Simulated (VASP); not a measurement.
# Ir (R-3m) in VASP: a series of runs

Ir is run at these levels: PBEsol; tasks: electric field gradients.

Program: VASP 6.6.1. These are calculated values, not measurements. Logs are shortened: lines on timing, memory, paths and dates and some standing lists are left out, and cuts for length are marked.

**1. The cell of the first run**

Symmetry: R-3m, No. 166, trigonal system. Conventional cell: a = 2.742 Å, b = 2.742 Å, c = 6.517 Å, α = 90.00°, β = 90.00°, γ = 120.00°. Ir (site symmetry -3m) has 12 Ir at 2.69 to 2.74 Å within 3.5 Å.

**2. Electric field gradients, PBEsol (equal xy, yz and zx shear strains of -2 %)**

Input file INCAR:

```
ALGO = Normal
EDIFF = 1E-8
ENCUT = 520
GGA = PS
ISIF = 2
ISMEAR = -1
LASPH = True
LCHARG = False
LEFG = True
LREAL = False
LWAVE = False
NBANDS = 10
NELM = 100
PREC = Accurate
SIGMA = 0.05
```

Input file KPOINTS:

```
k-points
0
Gamma
  18 18 18
```

Input file POSCAR:

```
Ir
1.0
   -0.0383940000      1.9005030000      1.9005030000
    1.9005030000     -0.0383940000      1.9005030000
    1.9005030000      1.9005030000     -0.0383940000
Ir
1
Direct
    0.0000000000      0.0000000000      0.0000000000
```

Potentials or basis: VASP PAW PBE potentials, release 64 (Ir).

Started as:

```
$ cat potpaw_PBE.64/Ir/POTCAR > POTCAR
$ mpirun -np 1 vasp_std > vasp.out
```

OUTCAR:

```text
EDIFF = 1E-8
   ENCUT = 520
   GGA = PS
   ISIF = 2
   ISMEAR = -1
   LASPH = True
   LREAL = False
   NELM = 100
   PREC = Accurate

 ion  position               nearest neighbor table
   1  0.000  0.000  0.000-

  LATTYP: Found a trigonal (rhomboedric) cell.
 ALAT       =     2.6879913328
 COS(alpha) =     0.4797000918

  Lattice vectors:

 A1 = (  -0.0383940000,   1.9005030000,   1.9005030000)
 A2 = (   1.9005030000,  -0.0383940000,   1.9005030000)
 A3 = (   1.9005030000,   1.9005030000,  -0.0383940000)

Analysis of symmetry for initial positions (statically):
=====================================================================
 Subroutine PRICEL returns:
 Original cell was already a primitive cell.

 Routine SETGRP: Setting up the symmetry group for a
 trigonal (rhombohedral) supercell.

 Subroutine GETGRP returns: Found 12 space group operations
 (whereof 12 operations were pure point group operations)
 out of a pool of 12 trial point group operations.

The static configuration has the point symmetry D_3d.

Analysis of symmetry for dynamics (positions and initial velocities):
=====================================================================
 Subroutine PRICEL returns:
 Original cell was already a primitive cell.

 Routine SETGRP: Setting up the symmetry group for a
 trigonal (rhombohedral) supercell.

 Subroutine GETGRP returns: Found 12 space group operations
 (whereof 12 operations were pure point group operations)
 out of a pool of 12 trial point group operations.

The dynamic configuration has the point symmetry D_3d.

 Subroutine INISYM returns: Found 12 space group operations
 (whereof 12 operations are pure point group operations),
 and found     1 'primitive' translations

----------------------------------------------------------------------------------------

                                     Primitive cell

  volume of cell :      14.1449

  direct lattice vectors                    reciprocal lattice vectors
    -0.038394000  1.900503000  1.900503000    -0.255247163  0.260509991  0.260509991
     1.900503000 -0.038394000  1.900503000     0.260509991 -0.255247163  0.260509991
     1.900503000  1.900503000 -0.038394000     0.260509991  0.260509991 -0.255247163

  length of vectors
     2.687991333  2.687991333  2.687991333     0.448198645  0.448198645  0.448198645

  position of ions in fractional coordinates (direct lattice)
     0.000000000  0.000000000  0.000000000

  ion indices of the primitive-cell ions
   primitive index   ion index
                 1           1

----------------------------------------------------------------------------------------

 KPOINTS: k-points

Automatic generation of k-mesh.
 Grid dimensions read from file:
 generate k-points for:   18   18   18

 Generating k-lattice:

  Cartesian coordinates                     Fractional coordinates (reciprocal lattice)
    -0.014180398  0.014472777  0.014472777     0.055555556 -0.000000000 -0.000000000
     0.014472777 -0.014180398  0.014472777    -0.000000000  0.055555556 -0.000000000
     0.014472777  0.014472777 -0.014180398    -0.000000000 -0.000000000  0.055555556

  Length of vectors
     0.024899925  0.024899925  0.024899925

  Shift w.r.t. Gamma in fractional coordinates (k-lattice)
     0.000000000  0.000000000  0.000000000

 Subroutine IBZKPT returns following result:
 ===========================================

 Found    580 irreducible k-points:

 Following reciprocal coordinates:
            Coordinates               Weight
  0.000000  0.000000  0.000000      1.000000
  0.055556  0.000000 -0.000000      6.000000
  0.111111  0.000000 -0.000000      6.000000
  0.166667  0.000000 -0.000000      6.000000
  0.222222  0.000000 -0.000000      6.000000
  0.277778  0.000000  0.000000      6.000000
[... 16 lines left out ...]
 -0.277778  0.055556  0.000000     12.000000
 -0.222222  0.055556 -0.000000     12.000000
 [... further k-points ...]
   k-points           NKPTS =    580   k-points in BZ     NKDIM =    580   number of bands    NBANDS=     10
   number of dos      NEDOS =    301   number of ions     NIONS =      1
   total plane-waves  NPLWV =   8000
   dimension x,y,z NGX =    20 NGY =   20 NGZ =   20
   dimension x,y,z NGXF=    40 NGYF=   40 NGZF=   40
   ions per type =               1
   NGX,Y,Z   is equivalent  to a cutoff of  12.37, 12.37, 12.37 a.u.
   NGXF,Y,Z  is equivalent  to a cutoff of  24.74, 24.74, 24.74 a.u.
 SYSTEM =  unknown system
   PREC   = accura    normal or accurate (medium, high low for compatibility)
   ISTART =      0    job   : 0-new  1-cont  2-samecut
   ICHARG =      2    charge: 1-file 2-atom 10-const
   ISPIN  =      1    spin polarized calculation?
   LNONCOLLINEAR =      F non collinear calculations
   LSORBIT =      F    spin-orbit coupling
   LASPH  =      T    aspherical Exc in radial PAW
   ENCUT  =  520.0 eV  38.22 Ry    6.18 a.u.   5.00  5.00  5.00*2*pi/ulx,y,z
   NELM   =    100;   NELMIN=  2; NELMDL= -5     # of ELM steps
   EDIFF  = 0.1E-07   stopping-criterion for ELM
   LREAL  =      F    real-space projection
   EDIFFG = 0.1E-06   stopping-criterion for IOM
   NSW    =      0    number of steps for IOM
   IBRION =     -1    ionic relax: 0-MD 1-quasi-New 2-CG
   NFREE  =      0    steps in history (QN), initial steepest desc. (CG)
   ISIF   =      2    stress and relaxation
   ISYM   =      2    0-nonsym 1-usesym 2-fastsym
   POTIM  = 0.5000    time-step for ionic-motion
   TEBEG  =    0.0;   TEEND  =   0.0 temperature during run
   PSTRESS=    0.0 pullay stress
   NELECT =       9.0000    total number of electrons
   NUPDOWN=      -1.0000    fix difference up-down
   EMIN   =  10.00;   EMAX   =-10.00  energy-range for DOS
   EFERMI =   0.00;   METHOD = LEGACY
   ISMEAR =    -1;   SIGMA  =   0.05  broadening in eV -4-tet -1-fermi 0-gaus
   EFERMI_NEDOS =   21; number of points for ismear=-14 and -15
   IALGO  =     38    algorithm
   IMIX   =      4    mixing-type and parameters
     AMIX     =   0.40;   BMIX     =  1.00
     AMIX_MAG =   1.60;   BMIX_MAG =  1.00
  volume/ion in A,a.u.               =      14.14        95.45
  Fermi-wavevector in a.u.,A,eV,Ry     =   1.408065  2.660857 26.975550  1.982647
  Thomas-Fermi vector in A             =   2.530261
   LORBIT       =      0    0 simple, 1 ext, 2 COOP (PROOUT), +10 PAW based schemes
   GGA     = PS    functional components
   LHFCALC =     F    Hartree Fock is set to
   AEXX    =    0.0000 exact exchange contribution
   IVDW    =     0    specifies the selected vdW correction
   LEPSILON=     F    determine dielectric tensor
   LRPA    =     F    only Hartree local field effects (RPA)
 non-spin polarized calculation
  energy-cutoff  :      520.00
  volume of cell :       14.14
 maximum number of plane-waves:       392
   NGX =  9   NGY =  9   NGZ =  9

 number of electron       8.9999999 magnetization

 Free energy of the ion-electron system (eV)
  ---------------------------------------------------
  ext. energy  EPLUGINS =         0.00000000
  ---------------------------------------------------
  free energy    TOTEN  =        -9.81026292 eV

  energy without entropy =       -9.80236493  energy(sigma->0) =       -9.80631392

 E-fermi :  10.2759     XC(G=0): -14.1015

 val. band max:       10.2747521568   @ k =  -0.3333   0.1667   0.0556
 cond. band min:      10.2771530695   @ k =  -0.2222   0.1111   0.0556
 fundamental gap:      0.0024009127
 Fermi energy:        10.2759434595

 k-point     1 :       0.0000    0.0000    0.0000
  band No.  band energies     occupation
      1      -0.9432      2.00000
      2       6.1717      2.00000
      3       6.1717      2.00000
      4       6.6624      2.00000
      5       9.0800      2.00000
      6       9.0800      2.00000
      7      24.5558      0.00000
      8      29.8280      0.00000
      9      29.8280      0.00000
     10      30.8209      0.00000

 k-point     2 :       0.0556    0.0000   -0.0000
  band No.  band energies     occupation
      1      -0.8079      2.00000
      2       6.1214      2.00000
      3       6.2216      2.00000
      4       6.7056      2.00000
      5       9.0441      2.00000
      6       9.0461      2.00000
      7      24.7875      0.00000
      8      29.1807      0.00000
      9      30.0597      0.00000
     10      30.9659      0.00000
[... 274 lines left out ...]
 k-point    24 :      -0.2222    0.0556   -0.0000
  band No.  band energies     occupation
      1       1.2326      2.00000
      2       5.6214      2.00000
      3       6.5571      2.00000
      4       7.1307      2.00000
      5       8.8561      2.00000
      6       9.6599      1.99999
      7      24.2692      0.00000
      8      27.0561      0.00000
      9      32.2428      0.00000
     10      33.3883      0.00000

 [... further k-points ...]

------------------------ aborting loop because EDIFF is reached ----------------------------------------

  FORCE on cell =-STRESS in cart. coord.  units (eV):
  Direction    XX          YY          ZZ          XY          YZ          ZX
  --------------------------------------------------------------------------------------
  -------------------------------------------------------------------------------------
  Total       -0.1015008     -0.1015008     -0.1015008      0.4789075      0.4789075      0.4789075
  in kB      -11.4969104    -11.4969104    -11.4969104     54.2454451     54.2454451     54.2454451
  external PRESSURE =     -11.4969104 kB  Pullay stress =       0.0000000 kB

 VOLUME and BASIS-vectors are now :
 -----------------------------------------------------------------------------
  energy-cutoff  :      520.00
  volume of cell :       14.14
      direct lattice vectors                 reciprocal lattice vectors
    -0.038394000  1.900503000  1.900503000    -0.255247163  0.260509991  0.260509991
     1.900503000 -0.038394000  1.900503000     0.260509991 -0.255247163  0.260509991
     1.900503000  1.900503000 -0.038394000     0.260509991  0.260509991 -0.255247163

 POSITION                                       TOTAL-FORCE (eV/Angst)
 -----------------------------------------------------------------------------------
      0.00000      0.00000      0.00000         0.000000     -0.000000      0.000000
 -----------------------------------------------------------------------------------
    total drift:                                0.000000     -0.000000     -0.000000

  FREE ENERGIE OF THE ION-ELECTRON SYSTEM (eV)
  ---------------------------------------------------
  free  energy   TOTEN  =        -9.8102629152 eV

  energy  without entropy=       -9.8023649282  energy(sigma->0) =       -9.80631392

 Electric field gradients (V/A^2)
---------------------------------------------------------------------
 ion       V_xx      V_yy      V_zz      V_xy      V_xz      V_yz
---------------------------------------------------------------------
   1      -0.000     0.000    -0.000   -23.230   -23.230   -23.230
---------------------------------------------------------------------

 Electric field gradients after diagonalization (V/A^2)
 (convention: |V_zz| > |V_xx| > |V_yy|)
----------------------------------------------------------------------
 ion       V_xx      V_yy      V_zz     asymmetry (V_yy - V_xx)/ V_zz
----------------------------------------------------------------------
   1      23.230    23.230   -46.459       0.000
----------------------------------------------------------------------

           NMR quadrupolar parameters

 Cq : quadrupolar parameter    Cq=e*Q*V_zz/h
 eta: asymmetry parameters     (V_yy - V_xx)/ V_zz
 Q  : nuclear electric quadrupole moment in mb (millibarn)
----------------------------------------------------------------------
 ion       Cq(MHz)       eta       Q (mb)
----------------------------------------------------------------------
   1      -0.112       0.000       1.000
----------------------------------------------------------------------
```

Wall time 71 s (1 thread of Intel Xeon 8259CL, shared host); peak memory 0.2 GiB.

Results:

```
Free energy                             : -9.8103 eV
Pressure                                : -1.1 GPa
Band gap on the k mesh                  : zero (an odd number of electrons rules out a gap without spin polarisation)
Largest electric field gradient by atom : Ir -46.5 V/Å²
```

Stress tensor (GPa, compression positive):
```
-1.15  5.42  5.42
 5.42 -1.15  5.42
 5.42  5.42 -1.15
```

Electric field gradients, principal values (V/Å²):
| atom | least | middle | greatest (by size) |
| --- | --- | --- | --- |
| 1 Ir | 23.230 | 23.230 | -46.459 |

Caveat: the cell differs from its parent crystal (equal xy, yz and zx shear strains of -2 %); without QUAD_EFG the Cq values of the log hold for a quadrupole moment of 1 mb, not for the nuclei; the PAW data sets were made with another functional, which shifts forces and pressure a little; spin-orbit coupling is left out, which moves the levels of the heavy elements.

(Continued in part 2 of 2.)
